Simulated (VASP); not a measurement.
# K (Im-3m) in VASP: notebook

Runs on K. Level: PBE+D4. Tasks: relaxation of cell and atoms, single point.

All numbers are computed with VASP 6.6.1; they aren't measurements. Logs are shortened: lines on timing, memory, paths and dates and some standing lists are left out, and cuts for length are marked.

## (1) The cell of the first run

It takes space group Im-3m (No. 229, cubic). The conventional cell has a = 5.395 Å, b = 5.395 Å, c = 5.395 Å, α = 90.00°, β = 90.00°, γ = 90.00°.

## (2) Relaxation of cell and atoms, PBE+D4

Input file INCAR:

```
PREC = Accurate ; ENCUT = 500
EDIFF = 1E-7 ; ISMEAR = -1
SIGMA = 0.1 ; LREAL = F
LASPH = T ; NELM = 120
ALGO = Normal ; ISIF = 3
LWAVE = F ; LCHARG = F
GGA = PE ; IVDW = 13
IBRION = 2 ; NSW = 60
EDIFFG = -0.01 ; GGA_COMPAT = F
NELMIN = 4
```

Input file KPOINTS:

```
Automatic mesh
0
Gamma
  7 7 7
```

Input file POSCAR:

```
K
1.0
   -2.6975585167      2.6975585167      2.6975585167
    2.6975585167     -2.6975585167      2.6975585167
    2.6975585167      2.6975585167     -2.6975585167
K
1
Direct
    0.0000000000      0.0000000000      0.0000000000
```

Potentials or basis: VASP PAW PBE potentials, release 64 (K_sv).

On the command line:

```bash
$ cat potpaw_PBE.64/K_sv/POTCAR > POTCAR
$ mpirun -np 1 vasp_std > vasp.out
```

OUTCAR:

```text
PREC = Accurate
   ENCUT = 500
   EDIFF = 1E-7
   ISMEAR = -1
   LREAL = F
   LASPH = T
   NELM = 120
   ISIF = 3
   GGA = PE
   IVDW = 13
   IBRION = 2
   NSW = 60
   EDIFFG = -0.01
   NELMIN = 4

 ion  position               nearest neighbor table
   1  0.000  0.000  0.000-

  LATTYP: Found a body centered cubic cell.
 ALAT       =     5.3951170334

  Lattice vectors:

 A1 = (  -2.6975585167,   2.6975585167,   2.6975585167)
 A2 = (   2.6975585167,  -2.6975585167,   2.6975585167)
 A3 = (   2.6975585167,   2.6975585167,  -2.6975585167)

Analysis of symmetry for initial positions (statically):
=====================================================================
 Subroutine PRICEL returns:
 Original cell was already a primitive cell.

 Routine SETGRP: Setting up the symmetry group for a
 body centered cubic supercell.

 Subroutine GETGRP returns: Found 48 space group operations
 (whereof 48 operations were pure point group operations)
 out of a pool of 48 trial point group operations.

The static configuration has the point symmetry O_h .

Analysis of symmetry for dynamics (positions and initial velocities):
=====================================================================
 Subroutine PRICEL returns:
 Original cell was already a primitive cell.

 Routine SETGRP: Setting up the symmetry group for a
 body centered cubic supercell.

 Subroutine GETGRP returns: Found 48 space group operations
 (whereof 48 operations were pure point group operations)
 out of a pool of 48 trial point group operations.

The dynamic configuration has the point symmetry O_h .

 Subroutine INISYM returns: Found 48 space group operations
 (whereof 48 operations are pure point group operations),
 and found     1 'primitive' translations

----------------------------------------------------------------------------------------

                                     Primitive cell

  volume of cell :      78.5186

  direct lattice vectors                    reciprocal lattice vectors
    -2.697558517  2.697558517  2.697558517     0.000000000  0.185352791  0.185352791
     2.697558517 -2.697558517  2.697558517     0.185352791  0.000000000  0.185352791
     2.697558517  2.697558517 -2.697558517     0.185352791  0.185352791  0.000000000

  length of vectors
     4.672308407  4.672308407  4.672308407     0.262128431  0.262128431  0.262128431

  position of ions in fractional coordinates (direct lattice)
     0.000000000  0.000000000  0.000000000

  ion indices of the primitive-cell ions
   primitive index   ion index
                 1           1

----------------------------------------------------------------------------------------

 KPOINTS: Automatic mesh

Automatic generation of k-mesh.
 Grid dimensions read from file:
 generate k-points for:    7    7    7

 Generating k-lattice:

  Cartesian coordinates                     Fractional coordinates (reciprocal lattice)
     0.000000000  0.026478970  0.026478970     0.142857143  0.000000000  0.000000000
     0.026478970  0.000000000  0.026478970     0.000000000  0.142857143  0.000000000
     0.026478970  0.026478970  0.000000000     0.000000000  0.000000000  0.142857143

  Length of vectors
     0.037446919  0.037446919  0.037446919

  Shift w.r.t. Gamma in fractional coordinates (k-lattice)
     0.000000000  0.000000000  0.000000000

 Subroutine IBZKPT returns following result:
 ===========================================

 Found     20 irreducible k-points:

 Following reciprocal coordinates:
            Coordinates               Weight
  0.000000  0.000000  0.000000      1.000000
  0.142857  0.000000  0.000000     12.000000
  0.285714  0.000000  0.000000     12.000000
  0.428571  0.000000  0.000000     12.000000
  0.142857  0.142857  0.000000     24.000000
  0.285714  0.142857 -0.000000     48.000000
[... 12 lines left out ...]
 -0.428571 -0.428571  0.285714      8.000000
 -0.428571  0.428571  0.428571      6.000000
   k-points           NKPTS =     20   k-points in BZ     NKDIM =     20   number of bands    NBANDS=      8
   number of dos      NEDOS =    301   number of ions     NIONS =      1
   total plane-waves  NPLWV =  46656
   dimension x,y,z NGX =    36 NGY =   36 NGZ =   36
   dimension x,y,z NGXF=    72 NGYF=   72 NGZF=   72
   ions per type =               1
   NGX,Y,Z   is equivalent  to a cutoff of  12.81, 12.81, 12.81 a.u.
   NGXF,Y,Z  is equivalent  to a cutoff of  25.62, 25.62, 25.62 a.u.
 SYSTEM =  unknown system
   PREC   = accura    normal or accurate (medium, high low for compatibility)
   ISTART =      0    job   : 0-new  1-cont  2-samecut
   ICHARG =      2    charge: 1-file 2-atom 10-const
   ISPIN  =      1    spin polarized calculation?
   LNONCOLLINEAR =      F non collinear calculations
   LSORBIT =      F    spin-orbit coupling
   LASPH  =      T    aspherical Exc in radial PAW
   ENCUT  =  500.0 eV  36.75 Ry    6.06 a.u.   8.52  8.52  8.52*2*pi/ulx,y,z
   NELM   =    120;   NELMIN=  4; NELMDL= -5     # of ELM steps
   EDIFF  = 0.1E-06   stopping-criterion for ELM
   LREAL  =      F    real-space projection
   EDIFFG = -.1E-01   stopping-criterion for IOM
   NSW    =     60    number of steps for IOM
   IBRION =      2    ionic relax: 0-MD 1-quasi-New 2-CG
   NFREE  =      1    steps in history (QN), initial steepest desc. (CG)
   ISIF   =      3    stress and relaxation
   ISYM   =      2    0-nonsym 1-usesym 2-fastsym
   POTIM  = 0.5000    time-step for ionic-motion
   TEBEG  =    0.0;   TEEND  =   0.0 temperature during run
   PSTRESS=    0.0 pullay stress
   NELECT =       9.0000    total number of electrons
   NUPDOWN=      -1.0000    fix difference up-down
   EMIN   =  10.00;   EMAX   =-10.00  energy-range for DOS
   EFERMI =   0.00;   METHOD = LEGACY
   ISMEAR =    -1;   SIGMA  =   0.10  broadening in eV -4-tet -1-fermi 0-gaus
   EFERMI_NEDOS =   21; number of points for ismear=-14 and -15
   IALGO  =     38    algorithm
   IMIX   =      4    mixing-type and parameters
     AMIX     =   0.40;   BMIX     =  1.00
     AMIX_MAG =   1.60;   BMIX_MAG =  1.00
  volume/ion in A,a.u.               =      78.52       529.87
  Fermi-wavevector in a.u.,A,eV,Ry     =   0.795240  1.502785  8.604411  0.632406
  Thomas-Fermi vector in A             =   1.901529
   LORBIT       =      0    0 simple, 1 ext, 2 COOP (PROOUT), +10 PAW based schemes
   GGA     = PE    functional components
   LHFCALC =     F    Hartree Fock is set to
   AEXX    =    0.0000 exact exchange contribution
   IVDW    =    13    specifies the selected vdW correction
   LEPSILON=     F    determine dielectric tensor
   LRPA    =     F    only Hartree local field effects (RPA)
 conjugate gradient relaxation of ions
 non-spin polarized calculation
  energy-cutoff  :      500.00
  volume of cell :       78.52
 maximum number of plane-waves:      2006
 NGX is ok and might be reduce to    36
   NGX = 17   NGY = 17   NGZ = 17

--------------------------------------- Ionic step        1  -------------------------------------------

 number of electron       8.9999999 magnetization

 Free energy of the ion-electron system (eV)
  ---------------------------------------------------
  ext. energy  EPLUGINS =         0.00000000
  ---------------------------------------------------
  free energy    TOTEN  =        -1.05922406 eV

  energy without entropy =       -1.03333819  energy(sigma->0) =       -1.04628113

------------------------ aborting loop because EDIFF is reached ----------------------------------------

  DFT-D4 for vdW energy calculation

  Edisp (eV):   -0.06420

  FORCE on cell =-STRESS in cart. coord.  units (eV):
  Direction    XX          YY          ZZ          XY          YZ          ZX
  --------------------------------------------------------------------------------------
  -------------------------------------------------------------------------------------
  Total      -0.17045    -0.17045    -0.17045     0.00000    -0.00000     0.00000
  in kB      -3.47796    -3.47796    -3.47796     0.00000    -0.00000     0.00000
  external pressure =       -3.48 kB  Pullay stress =        0.00 kB

 VOLUME and BASIS-vectors are now :
 -----------------------------------------------------------------------------
  energy-cutoff  :      500.00
  volume of cell :       78.52
      direct lattice vectors                 reciprocal lattice vectors
    -2.697558517  2.697558517  2.697558517     0.000000000  0.185352791  0.185352791
     2.697558517 -2.697558517  2.697558517     0.185352791  0.000000000  0.185352791
     2.697558517  2.697558517 -2.697558517     0.185352791  0.185352791  0.000000000
[... 79 lines left out ...]
 POSITION                                       TOTAL-FORCE (eV/Angst)
 -----------------------------------------------------------------------------------
      0.00000      0.00000      0.00000         0.000000     -0.000000      0.000000
 -----------------------------------------------------------------------------------
    total drift:                               -0.000000      0.000000      0.000000

  FREE ENERGIE OF THE ION-ELECTRON SYSTEM (eV)
  ---------------------------------------------------
  free  energy   TOTEN  =        -1.1323924483 eV

  energy  without entropy=       -1.1074300109  energy(sigma->0) =       -1.11991123

--------------------------------------- Ionic step        4  -------------------------------------------

 number of electron       8.9999999 magnetization

 Free energy of the ion-electron system (eV)
  ---------------------------------------------------
  ext. energy  EPLUGINS =         0.00000000
  ---------------------------------------------------
  free energy    TOTEN  =        -1.06082866 eV

  energy without entropy =       -1.03611900  energy(sigma->0) =       -1.04847383

 E-fermi :  -0.0227     XC(G=0):  -5.7571

 val. band max:       -0.0994721927   @ k =  -0.2857   0.4286   0.1429
 cond. band min:       0.1046777557   @ k =  -0.4286   0.4286   0.1429
 fundamental gap:      0.2041499484
 Fermi energy:        -0.0226622438

 k-point     1 :       0.0000    0.0000    0.0000
  band No.  band energies     occupation
      1     -32.1284      2.00000
      2     -15.5749      2.00000
      3     -15.5749      2.00000
      4     -15.5749      2.00000
      5      -2.2407      2.00000
      6       4.3152      0.00000
      7       4.3152      0.00000
      8       4.3152      0.00000

 k-point     2 :       0.1429    0.0000    0.0000
  band No.  band energies     occupation
      1     -32.1275      2.00000
      2     -15.5899      2.00000
      3     -15.5799      2.00000
      4     -15.5749      2.00000
      5      -1.9795      2.00000
      6       3.8586      0.00000
      7       4.0131      0.00000
      8       4.5278      0.00000
[... 222 lines left out ...]
 POSITION                                       TOTAL-FORCE (eV/Angst)
 -----------------------------------------------------------------------------------
     -2.60141      2.60141      2.60141        -0.000000      0.000000     -0.000000
 -----------------------------------------------------------------------------------
    total drift:                               -0.000000     -0.000000      0.000000

  FREE ENERGIE OF THE ION-ELECTRON SYSTEM (eV)
  ---------------------------------------------------
  free  energy   TOTEN  =        -1.1328328275 eV

  energy  without entropy=       -1.1081231728  energy(sigma->0) =       -1.12047800

 reached required accuracy - stopping structural energy minimisation
```

It took 54 s on 1 thread of Intel Xeon 8259CL, shared host; peak memory 0.21 GiB.

Results:

```
Free energy                           : -1.1328 eV
Relaxed volume                        : 70.42 Å³/atom
Relaxed cell                          : a = 4.506 Å, b = 4.506 Å, c = 4.506 Å, α = 109.47°, β = 109.47°, γ = 109.47°
Space group after relaxing (to 0.1 Å) : Im-3m (No. 229)
Energy gained by relaxing             : 9.4 meV/atom
Ionic steps                           : 4
Pressure after relaxing               : 0.0 GPa
Band gap on the k mesh                : zero (an odd number of electrons rules out a gap without spin polarisation)
Dispersion energy per atom            : -0.072 eV
```

Step by step:
| step | energy change (eV) | largest force (eV/Å) | pressure (GPa) | volume (Å³) |
| --- | --- | --- | --- | --- |
| 1 | 0.0000 | 0.0000 | -0.35 | 78.52 |
| 2 | -0.0038 | 0.0000 | -0.28 | 76.60 |
| 3 | -0.0090 | 0.0000 | -0.09 | 72.17 |
| 4 | -0.0094 | 0.0000 | 0.01 | 70.42 |

Final structure:
```
K
1.0
    -2.60141    2.60141    2.60141
     2.60141   -2.60141    2.60141
     2.60141    2.60141   -2.60141
K
1
Direct
  0.00000 0.00000 0.00000
```

[end of part 1 of 2]
